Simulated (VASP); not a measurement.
Input of a VASP 6.6.1 run:

Contents of INCAR:

```
SYSTEM = MgO
PREC = Accurate
ENCUT = 520
EDIFF = 1E-6
ISMEAR = 0
SIGMA = 0.01
LREAL = .FALSE.
LASPH = .TRUE.
NELM = 100
ALGO = Normal
ISIF = 2
LWAVE = .FALSE.
LCHARG = .TRUE.
GGA = CA
LELF = .TRUE.
LVHAR = .TRUE.
NBANDS = 16
```

KPOINTS

```
Automatic mesh
0
G
  10 10 8
  0 0 0
```

File POSCAR:

```
MgO
1.0
    2.8827329255      0.0000000000      0.0000000000
    0.0000000000      2.8827329255      0.0000000000
    0.0000000000      0.0000000000      4.2109671044
Mg O
2 2
Direct
    0.0000000000      0.0000000000      0.0000000000
    0.5000000000      0.5000000000      0.5000000000
    0.5000000000      0.5000000000      0.0000000000
    0.0000000000      0.0000000000      0.5000000000
```

Potentials or basis: VASP PAW LDA potentials, release 64 (Mg, O).

Command:

```sh
$ cat potpaw_LDA.64/Mg/POTCAR potpaw_LDA.64/O/POTCAR > POTCAR
$ mpirun -np 1 vasp_std > vasp.out
```

**Question.** Predict the pressure.

**Answer.** 3.7 GPa.

**Question.** Predict the band gap on the k mesh.

**Answer.** 5.27 eV.

Stress tensor (GPa, compression positive):
```
 6.51  0.00  0.00
 0.00  6.51  0.00
 0.00  0.00 -1.83
```

Caveat: the stress differs along the axes, from -2 to 7 GPa. A k mesh can miss the band edges.
